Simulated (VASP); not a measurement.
# KCl (Pm-3m) in VASP: a series of runs

Aim: see how the results for KCl move with the level of theory and the settings. Levels: r2SCAN, PBE. Tasks: single point.

Program: VASP 6.6.1. These are calculated values, not measurements. Logs are shortened: lines on timing, memory, paths and dates and some standing lists are left out, and cuts for length are marked.

## 1. The cell of the first run

It takes space group Pm-3m (No. 221, cubic). Conventional cell: a = 3.771 Å, b = 3.771 Å, c = 3.771 Å, α = 90.00°, β = 90.00°, γ = 90.00°. K (site symmetry m-3m) has 8 Cl at 3.27 Å and 6 K at 3.77 Å within 4.3 Å. Within 4.3 Å of Cl (site symmetry m-3m) lie 8 K at 3.27 Å and 6 Cl at 3.77 Å.

## 2. Single point, r2SCAN

POSCAR reads:

```
KCl
1.0
    3.7708086025      0.0000000000      0.0000000000
    0.0000000000      3.7708086025      0.0000000000
    0.0000000000      0.0000000000      3.7708086025
K Cl
1 1
Direct
    0.0000000000      0.0000000000      0.0000000000
    0.5000000000      0.5000000000      0.5000000000
```

INCAR.step1 reads:

```
SYSTEM = KCl
ALGO = Normal
EDIFF = 1E-4
ENCUT = 520
GGA = PE
ISMEAR = 0
LASPH = .TRUE.
LCHARG = .FALSE.
LREAL = .FALSE.
LWAVE = .TRUE.
NBANDS = 15
NELM = 60
PREC = Accurate
SIGMA = 0.01
```

INCAR.step2 reads:

```
SYSTEM = KCl
ALGO = Normal
EDIFF = 1E-6
ENCUT = 520
ISIF = 2
ISMEAR = 0
ISTART = 1
LASPH = .TRUE.
LCHARG = .FALSE.
LMIXTAU = .TRUE.
LREAL = .FALSE.
LWAVE = .FALSE.
METAGGA = R2SCAN
NBANDS = 15
NELM = 60
PREC = Accurate
SIGMA = 0.01
```

KPOINTS reads:

```
k-points
0
G
  6 6 6
  0 0 0
```

Potentials or basis: VASP PAW PBE potentials, release 64 (K_sv, Cl).

Started as:

```console
> cat potpaw_PBE.64/K_sv/POTCAR potpaw_PBE.64/Cl/POTCAR > POTCAR
> cp INCAR.step1 INCAR
> mpirun -np 1 vasp_std > vasp.out
> cp INCAR.step2 INCAR
> mpirun -np 1 vasp_std > vasp.out
```

OUTCAR:

```text
SYSTEM = KCl
   EDIFF = 1E-6
   ENCUT = 520
   ISIF = 2
   ISMEAR = 0
   ISTART = 1
   LASPH = .TRUE.
   LREAL = .FALSE.
   METAGGA = R2SCAN
   NELM = 60
   PREC = Accurate

 ion  position               nearest neighbor table
   1  0.000  0.000  0.000-
   2  0.500  0.500  0.500-

  LATTYP: Found a simple cubic cell.
 ALAT       =     3.7708086025

  Lattice vectors:

 A1 = (   3.7708086025,   0.0000000000,   0.0000000000)
 A2 = (   0.0000000000,   3.7708086025,   0.0000000000)
 A3 = (   0.0000000000,   0.0000000000,   3.7708086025)

Analysis of symmetry for initial positions (statically):
=====================================================================
 Subroutine PRICEL returns:
 Original cell was already a primitive cell.

 Routine SETGRP: Setting up the symmetry group for a
 simple cubic supercell.

 Subroutine GETGRP returns: Found 48 space group operations
 (whereof 48 operations were pure point group operations)
 out of a pool of 48 trial point group operations.

The static configuration has the point symmetry O_h .

Analysis of symmetry for dynamics (positions and initial velocities):
=====================================================================
 Subroutine PRICEL returns:
 Original cell was already a primitive cell.

 Routine SETGRP: Setting up the symmetry group for a
 simple cubic supercell.

 Subroutine GETGRP returns: Found 48 space group operations
 (whereof 48 operations were pure point group operations)
 out of a pool of 48 trial point group operations.

The dynamic configuration has the point symmetry O_h .

 Subroutine INISYM returns: Found 48 space group operations
 (whereof 48 operations are pure point group operations),
 and found     1 'primitive' translations

----------------------------------------------------------------------------------------

                                     Primitive cell

  volume of cell :      53.6171

  direct lattice vectors                    reciprocal lattice vectors
     3.770808602  0.000000000  0.000000000     0.265195109  0.000000000  0.000000000
     0.000000000  3.770808602  0.000000000     0.000000000  0.265195109  0.000000000
     0.000000000  0.000000000  3.770808602     0.000000000  0.000000000  0.265195109

  length of vectors
     3.770808602  3.770808602  3.770808602     0.265195109  0.265195109  0.265195109

  position of ions in fractional coordinates (direct lattice)
     0.000000000  0.000000000  0.000000000
     0.500000000  0.500000000  0.500000000

  ion indices of the primitive-cell ions
   primitive index   ion index
                 1           1
                 2           2

----------------------------------------------------------------------------------------

 KPOINTS: k-points

Automatic generation of k-mesh.
 Grid dimensions read from file:
 generate k-points for:    6    6    6

 Generating k-lattice:

  Cartesian coordinates                     Fractional coordinates (reciprocal lattice)
     0.044199185  0.000000000  0.000000000     0.166666667  0.000000000  0.000000000
     0.000000000  0.044199185  0.000000000     0.000000000  0.166666667  0.000000000
     0.000000000  0.000000000  0.044199185     0.000000000  0.000000000  0.166666667

  Length of vectors
     0.044199185  0.044199185  0.044199185

  Shift w.r.t. Gamma in fractional coordinates (k-lattice)
     0.000000000  0.000000000  0.000000000

 Subroutine IBZKPT returns following result:
 ===========================================

 Found     20 irreducible k-points:

 Following reciprocal coordinates:
            Coordinates               Weight
  0.000000  0.000000  0.000000      1.000000
  0.166667  0.000000  0.000000      6.000000
  0.333333  0.000000  0.000000      6.000000
  0.500000  0.000000  0.000000      3.000000
  0.166667  0.166667  0.000000     12.000000
  0.333333  0.166667  0.000000     24.000000
[... 12 lines left out ...]
  0.500000  0.500000  0.333333      6.000000
  0.500000  0.500000  0.500000      1.000000
   k-points           NKPTS =     20   k-points in BZ     NKDIM =     20   number of bands    NBANDS=     15
   number of dos      NEDOS =    301   number of ions     NIONS =      2
   total plane-waves  NPLWV =  21952
   dimension x,y,z NGX =    28 NGY =   28 NGZ =   28
   dimension x,y,z NGXF=    56 NGYF=   56 NGZF=   56
   ions per type =               1   1
   NGX,Y,Z   is equivalent  to a cutoff of  12.34, 12.34, 12.34 a.u.
   NGXF,Y,Z  is equivalent  to a cutoff of  24.69, 24.69, 24.69 a.u.
 SYSTEM =  KCl
   PREC   = accura    normal or accurate (medium, high low for compatibility)
   ISTART =      1    job   : 0-new  1-cont  2-samecut
   ICHARG =      0    charge: 1-file 2-atom 10-const
   ISPIN  =      1    spin polarized calculation?
   LNONCOLLINEAR =      F non collinear calculations
   LSORBIT =      F    spin-orbit coupling
   LASPH  =      T    aspherical Exc in radial PAW
   ENCUT  =  520.0 eV  38.22 Ry    6.18 a.u.   7.01  7.01  7.01*2*pi/ulx,y,z
   NELM   =     60;   NELMIN=  2; NELMDL=  0     # of ELM steps
   EDIFF  = 0.1E-05   stopping-criterion for ELM
   LREAL  =      F    real-space projection
   EDIFFG = 0.1E-04   stopping-criterion for IOM
   NSW    =      0    number of steps for IOM
   IBRION =     -1    ionic relax: 0-MD 1-quasi-New 2-CG
   NFREE  =      0    steps in history (QN), initial steepest desc. (CG)
   ISIF   =      2    stress and relaxation
   ISYM   =      2    0-nonsym 1-usesym 2-fastsym
   POTIM  = 0.5000    time-step for ionic-motion
   TEBEG  =    0.0;   TEEND  =   0.0 temperature during run
   PSTRESS=    0.0 pullay stress
   NELECT =      16.0000    total number of electrons
   NUPDOWN=      -1.0000    fix difference up-down
   EMIN   =  10.00;   EMAX   =-10.00  energy-range for DOS
   EFERMI =   0.00;   METHOD = LEGACY
   ISMEAR =     0;   SIGMA  =   0.01  broadening in eV -4-tet -1-fermi 0-gaus
   EFERMI_NEDOS =   21; number of points for ismear=-14 and -15
   IALGO  =     38    algorithm
   IMIX   =      4    mixing-type and parameters
     AMIX     =   0.40;   BMIX     =  1.00
     AMIX_MAG =   1.60;   BMIX_MAG =  1.00
  volume/ion in A,a.u.               =      26.81       180.91
  Fermi-wavevector in a.u.,A,eV,Ry     =   1.093991  2.067343 16.283668  1.196816
  Thomas-Fermi vector in A             =   2.230287
   LORBIT       =      0    0 simple, 1 ext, 2 COOP (PROOUT), +10 PAW based schemes
   METAGGA = R2SCAN    functional components
   LHFCALC =     F    Hartree Fock is set to
   AEXX    =    0.0000 exact exchange contribution
   IVDW    =     0    specifies the selected vdW correction
   LEPSILON=     F    determine dielectric tensor
   LRPA    =     F    only Hartree local field effects (RPA)
 non-spin polarized calculation
 Gauss-broadening in eV      SIGMA  =   0.01
  energy-cutoff  :      520.00
  volume of cell :       53.62
 maximum number of plane-waves:      1472
   NGX = 15   NGY = 15   NGZ = 15

 number of electron      16.0000004 magnetization

 Free energy of the ion-electron system (eV)
  ---------------------------------------------------
  ext. energy  EPLUGINS =         0.00000000
  ---------------------------------------------------
  free energy    TOTEN  =       -16.40761055 eV

  energy without entropy =      -16.40761055  energy(sigma->0) =      -16.40761055

 E-fermi :  -0.9025     XC(G=0):  -8.7351

 val. band max:       -0.9576584390   @ k =   0.5000   0.5000   0.0000
 cond. band min:       4.8510063739   @ k =   0.0000   0.0000   0.0000
 fundamental gap:      5.8086648130
 Fermi energy:        -0.9025076934

 k-point     1 :       0.0000    0.0000    0.0000
  band No.  band energies     occupation
      1     -30.0434      2.00000
      2     -14.1924      2.00000
      3     -12.6521      2.00000
      4     -12.6521      2.00000
      5     -12.6521      2.00000
      6      -1.1738      2.00000
      7      -1.1738      2.00000
      8      -1.1738      2.00000
      9       4.8510      0.00000
     10       6.1342      0.00000
     11       6.1342      0.00000
     12      10.6457      0.00000
     13      10.6457      0.00000
     14      10.6457      0.00000
     15      13.6570      0.00000

 k-point     2 :       0.1667    0.0000    0.0000
  band No.  band energies     occupation
      1     -30.0376      2.00000
      2     -14.2288      2.00000
      3     -12.6430      2.00000
      4     -12.6430      2.00000
      5     -12.6237      2.00000
      6      -1.6828      2.00000
      7      -1.1775      2.00000
      8      -1.1775      2.00000
      9       5.4844      0.00000
     10       6.3757      0.00000
     11       6.7484      0.00000
     12      10.5489      0.00000
     13      10.5489      0.00000
     14      10.7894      0.00000
     15      12.6214      0.00000

 k-point     3 :       0.3333    0.0000    0.0000
  band No.  band energies     occupation
      1     -30.0259      2.00000
      2     -14.3065      2.00000
      3     -12.6247      2.00000
      4     -12.6247      2.00000
      5     -12.5557      2.00000
      6      -2.5070      2.00000
      7      -1.1861      2.00000
      8      -1.1861      2.00000
      9       6.8029      0.00000
     10       7.0363      0.00000
     11       7.9672      0.00000
     12      10.4878      0.00000
     13      10.4878      0.00000
     14      10.8671      0.00000
     15      11.1259      0.00000

 k-point     4 :       0.5000    0.0000    0.0000
  band No.  band energies     occupation
      1     -30.0200      2.00000
      2     -14.3473      2.00000
      3     -12.6154      2.00000
      4     -12.6154      2.00000
      5     -12.5164      2.00000
      6      -2.8604      2.00000
      7      -1.1909      2.00000
      8      -1.1909      2.00000
      9       7.5996      0.00000
     10       7.7788      0.00000
     11       8.3639      0.00000
     12       9.8793      0.00000
     13      10.5609      0.00000
     14      10.5609      0.00000
     15      11.3304      0.00000
[... 235 lines left out ...]
 k-point    18 :       0.5000    0.3333    0.3333
  band No.  band energies     occupation
      1     -29.9886      2.00000
      2     -13.8367      2.00000
      3     -12.8334      2.00000
      4     -12.8040      2.00000
      5     -12.7882      2.00000
      6      -2.3798      2.00000
      7      -2.1443      2.00000
      8      -2.0117      2.00000
      9       7.7165      0.00000
     10       8.2558      0.00000
     11       8.5095      0.00000
     12       9.8178      0.00000
     13       9.8371      0.00000
     14      10.2037      0.00000
     15      12.4702      0.00000

 k-point    19 :       0.5000    0.5000    0.3333
  band No.  band energies     occupation
      1     -29.9834      2.00000
      2     -13.7612      2.00000
      3     -12.8610      2.00000
      4     -12.8610      2.00000
      5     -12.7820      2.00000
      6      -2.3721      2.00000
      7      -2.3721      2.00000
      8      -2.0982      2.00000
      9       7.7408      0.00000
     10       8.6526      0.00000
     11       8.6526      0.00000
     12       9.3219      0.00000
     13      10.4465      0.00000
     14      10.4465      0.00000
     15      12.3104      0.00000

 k-point    20 :       0.5000    0.5000    0.5000
  band No.  band energies     occupation
      1     -29.9783      2.00000
      2     -13.7185      2.00000
      3     -12.8447      2.00000
      4     -12.8447      2.00000
      5     -12.8447      2.00000
      6      -2.4120      2.00000
      7      -2.4120      2.00000
      8      -2.4120      2.00000
      9       8.7135      0.00000
     10       8.7135      0.00000
     11       8.7135      0.00000
     12      10.0055      0.00000
     13      10.0055      0.00000
     14      10.0055      0.00000
     15      12.3402      0.00000

------------------------ aborting loop because EDIFF is reached ----------------------------------------

  FORCE on cell =-STRESS in cart. coord.  units (eV):
  Direction    XX          YY          ZZ          XY          YZ          ZX
  --------------------------------------------------------------------------------------
  -------------------------------------------------------------------------------------
  Total       -0.0122652     -0.0122652     -0.0122652     -0.0000000      0.0000000      0.0000000
  in kB       -0.3665056     -0.3665056     -0.3665056     -0.0000000      0.0000000      0.0000000
  external PRESSURE =      -0.3665056 kB  Pullay stress =       0.0000000 kB

 VOLUME and BASIS-vectors are now :
 -----------------------------------------------------------------------------
  energy-cutoff  :      520.00
  volume of cell :       53.62
      direct lattice vectors                 reciprocal lattice vectors
     3.770808602  0.000000000  0.000000000     0.265195109  0.000000000  0.000000000
     0.000000000  3.770808602  0.000000000     0.000000000  0.265195109  0.000000000
     0.000000000  0.000000000  3.770808602     0.000000000  0.000000000  0.265195109

 POSITION                                       TOTAL-FORCE (eV/Angst)
 -----------------------------------------------------------------------------------
      0.00000      0.00000      0.00000         0.000000      0.000000      0.000000
      1.88540      1.88540      1.88540         0.000000      0.000000      0.000000
 -----------------------------------------------------------------------------------
    total drift:                               -0.000000      0.000000      0.000000

  FREE ENERGIE OF THE ION-ELECTRON SYSTEM (eV)
  ---------------------------------------------------
  free  energy   TOTEN  =       -16.4076105466 eV

  energy  without entropy=      -16.4076105466  energy(sigma->0) =      -16.40761055
```

Run time: 23 s. Hardware: 1 thread of Intel Xeon 6975P-C (Granite Rapids), shared host; peak memory 0.16 GiB.

What came out:

| Property | Result |
| --- | --- |
| Free energy | -16.4076 eV |
| Pressure | 0.0 GPa |
| Band gap on the k mesh | 5.81 eV, indirect (least direct gap 6.02 eV) |

Caveat: the PAW data sets were made with another functional, which shifts forces and pressure a little.

[end of part 1 of 3]
